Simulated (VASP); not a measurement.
# Ti (Fm-3m) in VASP: further runs

Ti is run at these levels: LDA; tasks: single point.

All numbers are computed with VASP 6.6.1; they aren't measurements. Logs are shortened: lines on timing, memory, paths and dates and some standing lists are left out, and cuts for length are marked.

### 1 The cell of the first run

It takes space group Fm-3m (No. 225, cubic). The conventional cell has a = 3.831 Å, b = 3.831 Å, c = 3.831 Å, α = 90.00°, β = 90.00°, γ = 90.00°. Within 3.6 Å of Ti (site symmetry m-3m) lie 12 Ti at 2.71 Å.

### 2 Single point, LDA

File INCAR:

```
PREC = Accurate
ENCUT = 500
EDIFF = 1E-6
ISMEAR = 1
SIGMA = 0.1
LREAL = False
LASPH = True
NELM = 120
ALGO = Normal
ISIF = 2
LWAVE = False
LCHARG = False
NBANDS = 12
GGA_COMPAT = False
```

File KPOINTS:

```
regular mesh
0
Gamma
  9 9 9
```

File POSCAR:

```
Ti
1.0
    2.7088646580      0.0000000000      0.0000000000
    1.3544323290      2.3459456093      0.0000000000
    1.3544323290      0.7819818698      2.2117787315
Ti
1
Direct
    0.0000000000      0.0000000000      0.0000000000
```

Potentials or basis: VASP PAW LDA potentials, release 64 (Ti_sv).

The run is started by

```sh
$ cat potpaw_LDA.64/Ti_sv/POTCAR > POTCAR
$ mpirun -np 1 vasp_std > vasp.out
```

OUTCAR:

```text
PREC = Accurate
   ENCUT = 500
   EDIFF = 1E-6
   ISMEAR = 1
   LREAL = False
   LASPH = True
   NELM = 120
   ISIF = 2

 ion  position               nearest neighbor table
   1  0.000  0.000  0.000-

  LATTYP: Found a face centered cubic cell.
 ALAT       =     3.8309131380

  Lattice vectors:

 A1 = (   2.7088646580,   0.0000000000,   0.0000000000)
 A2 = (   1.3544323290,   2.3459456093,   0.0000000000)
 A3 = (   1.3544323290,   0.7819818698,   2.2117787315)

Analysis of symmetry for initial positions (statically):
=====================================================================
 Subroutine PRICEL returns:
 Original cell was already a primitive cell.

 Routine SETGRP: Setting up the symmetry group for a
 face centered cubic supercell.

 Subroutine GETGRP returns: Found 48 space group operations
 (whereof 48 operations were pure point group operations)
 out of a pool of 48 trial point group operations.

The static configuration has the point symmetry O_h .

Analysis of symmetry for dynamics (positions and initial velocities):
=====================================================================
 Subroutine PRICEL returns:
 Original cell was already a primitive cell.

 Routine SETGRP: Setting up the symmetry group for a
 face centered cubic supercell.

 Subroutine GETGRP returns: Found 48 space group operations
 (whereof 48 operations were pure point group operations)
 out of a pool of 48 trial point group operations.

The dynamic configuration has the point symmetry O_h .

 Subroutine INISYM returns: Found 48 space group operations
 (whereof 48 operations are pure point group operations),
 and found     1 'primitive' translations

----------------------------------------------------------------------------------------

                                     Primitive cell

  volume of cell :      14.0555

  direct lattice vectors                    reciprocal lattice vectors
     2.708864658  0.000000000  0.000000000     0.369158347 -0.213133671 -0.150708264
     1.354432329  2.345945609  0.000000000     0.000000000  0.426267342 -0.150708264
     1.354432329  0.781981870  2.211778731     0.000000000  0.000000000  0.452124792

  length of vectors
     2.708864658  2.708864658  2.708864658     0.452124792  0.452124792  0.452124792

  position of ions in fractional coordinates (direct lattice)
     0.000000000  0.000000000  0.000000000

  ion indices of the primitive-cell ions
   primitive index   ion index
                 1           1

[... 73 lines left out ...]
   EDIFFG = 0.1E-04   stopping-criterion for IOM
   NSW    =      0    number of steps for IOM
   IBRION =     -1    ionic relax: 0-MD 1-quasi-New 2-CG
   NFREE  =      0    steps in history (QN), initial steepest desc. (CG)
   ISIF   =      2    stress and relaxation
   ISYM   =      2    0-nonsym 1-usesym 2-fastsym
   POTIM  = 0.5000    time-step for ionic-motion
   TEBEG  =    0.0;   TEEND  =   0.0 temperature during run
   PSTRESS=    0.0 pullay stress
   NELECT =      12.0000    total number of electrons
   NUPDOWN=      -1.0000    fix difference up-down
   EMIN   =  10.00;   EMAX   =-10.00  energy-range for DOS
   EFERMI =   0.00;   METHOD = LEGACY
   ISMEAR =     1;   SIGMA  =   0.10  broadening in eV -4-tet -1-fermi 0-gaus
   EFERMI_NEDOS =   21; number of points for ismear=-14 and -15
   IALGO  =     38    algorithm
   IMIX   =      4    mixing-type and parameters
     AMIX     =   0.40;   BMIX     =  1.00
     AMIX_MAG =   1.60;   BMIX_MAG =  1.00
  volume/ion in A,a.u.               =      14.06        94.85
  Fermi-wavevector in a.u.,A,eV,Ry     =   1.553053  2.934845 32.816893  2.411974
  Thomas-Fermi vector in A             =   2.657339
   LORBIT       =      0    0 simple, 1 ext, 2 COOP (PROOUT), +10 PAW based schemes
   GGA     = CA    functional components
   LHFCALC =     F    Hartree Fock is set to
   AEXX    =    0.0000 exact exchange contribution
   IVDW    =     0    specifies the selected vdW correction
   LEPSILON=     F    determine dielectric tensor
   LRPA    =     F    only Hartree local field effects (RPA)
 non-spin polarized calculation
 Methfessel and Paxton  Order N= 1 SIGMA  =   0.10
  energy-cutoff  :      500.00
  volume of cell :       14.06
 maximum number of plane-waves:       365
   NGX =  9   NGY =  9   NGZ =  9

 number of electron      11.9999994 magnetization

 Free energy of the ion-electron system (eV)
  ---------------------------------------------------
  ext. energy  EPLUGINS =         0.00000000
  ---------------------------------------------------
  free energy    TOTEN  =        -8.37982669 eV

  energy without entropy =       -8.37639230  energy(sigma->0) =       -8.37868189

 E-fermi :  10.4953     XC(G=0): -12.8338

 val. band max:       10.4948581590   @ k =  -0.3333   0.3333   0.1111
 cond. band min:      10.5222419328   @ k =  -0.3333   0.1111   0.0000
 fundamental gap:      0.0273837738
 Fermi energy:        10.4952689349

 k-point     1 :       0.0000    0.0000    0.0000
  band No.  band energies     occupation
      1     -45.3106      2.00000
      2     -21.1741      2.00000
      3     -21.1741      2.00000
      4     -21.1741      2.00000
      5       4.0170      2.00000
      6      11.3741     -0.00000
      7      11.3741     -0.00000
      8      11.3741     -0.00000
      9      13.5200      0.00000
     10      13.5200      0.00000
     11      26.9535      0.00000
     12      32.4310      0.00000
[... 331 lines left out ...]
 k-point    24 :       0.4444    0.4444   -0.0000
  band No.  band energies     occupation
      1     -44.9298      2.00000
      2     -22.3799      2.00000
      3     -21.6189      2.00000
      4     -21.6189      2.00000
      5       7.0699      2.00000
      6       8.0997      2.00000
      7      14.1292      0.00000
      8      14.9130      0.00000
      9      15.1795      0.00000
     10      15.1795      0.00000
     11      24.2391      0.00000
     12      24.7290      0.00000

 [... further k-points ...]
[... 5 lines left out ...]
  --------------------------------------------------------------------------------------
  -------------------------------------------------------------------------------------
  Total        1.7280531      1.7280531      1.7280531      0.0000000      0.0000000      0.0000000
  in kB      196.9793707    196.9793707    196.9793707      0.0000000      0.0000000      0.0000000
  external PRESSURE =     196.9793707 kB  Pullay stress =       0.0000000 kB

 VOLUME and BASIS-vectors are now :
 -----------------------------------------------------------------------------
  energy-cutoff  :      500.00
  volume of cell :       14.06
      direct lattice vectors                 reciprocal lattice vectors
     2.708864658  0.000000000  0.000000000     0.369158347 -0.213133671 -0.150708264
     1.354432329  2.345945609  0.000000000     0.000000000  0.426267342 -0.150708264
     1.354432329  0.781981870  2.211778731     0.000000000  0.000000000  0.452124792

 POSITION                                       TOTAL-FORCE (eV/Angst)
 -----------------------------------------------------------------------------------
      0.00000      0.00000      0.00000         0.000000     -0.000000      0.000000
 -----------------------------------------------------------------------------------
    total drift:                               -0.000000     -0.000000     -0.000000

  FREE ENERGIE OF THE ION-ELECTRON SYSTEM (eV)
  ---------------------------------------------------
  free  energy   TOTEN  =        -8.3798266870 eV

  energy  without entropy=       -8.3763922961  energy(sigma->0) =       -8.37868189
```

OSZICAR:

```text
N       E                     dE             d eps       ncg     rms          rms(c)
DAV:   1     0.851324422279E+02    0.85132E+02   -0.63979E+03   848   0.122E+03
DAV:   2    -0.525264839493E+01   -0.90385E+02   -0.87551E+02   860   0.297E+02
DAV:   3    -0.900928402569E+01   -0.37566E+01   -0.37244E+01  1152   0.619E+01
DAV:   4    -0.907949597234E+01   -0.70212E-01   -0.70155E-01   932   0.771E+00
DAV:   5    -0.908110838258E+01   -0.16124E-02   -0.16124E-02  1020   0.104E+00    0.103E+01
DAV:   6    -0.836511887776E+01    0.71599E+00   -0.14821E+00   912   0.183E+01    0.323E+00
DAV:   7    -0.836253016647E+01    0.25887E-02   -0.96490E-02  1060   0.370E+00    0.156E+00
DAV:   8    -0.837954092988E+01   -0.17011E-01   -0.53844E-02   864   0.269E+00    0.134E-01
DAV:   9    -0.837974589102E+01   -0.20496E-03   -0.36901E-03  1016   0.641E-01    0.984E-02
DAV:  10    -0.837984609410E+01   -0.10020E-03   -0.30323E-04   912   0.194E-01    0.259E-02
DAV:  11    -0.837982717604E+01    0.18918E-04   -0.31753E-05   996   0.732E-02    0.757E-03
DAV:  12    -0.837982668703E+01    0.48902E-06   -0.14198E-06   800   0.141E-02
   1 F= -.83798267E+01 E0= -.83786819E+01  d E =-.343439E-02
```

stdout:

```text
POSCAR found type information on POSCAR Ti
 POSCAR found :  1 types and       1 ions
 scaLAPACK will be used
 LDA part: xc-table for (Slater(with rela. corr.)+CA(PZ))
 , standard interpolation
 POSCAR, INCAR and KPOINTS ok, starting setup
 FFT: planning ... GRIDC
 FFT: planning ... GRID_SOFT
 FFT: planning ... GRID
 WAVECAR not read
 entering main loop
```

It took 13 s on 1 thread of AMD EPYC 7R13, shared host; peak memory 0.09 GiB.

Results:

- Free energy: -8.3798 eV
- Pressure: 19.7 GPa
- Band gap on the k mesh: zero (band 6 reaches 11.37 eV, above the bottom of band 7 at 9.80 eV)

(Part 1 of 2 ends here.)
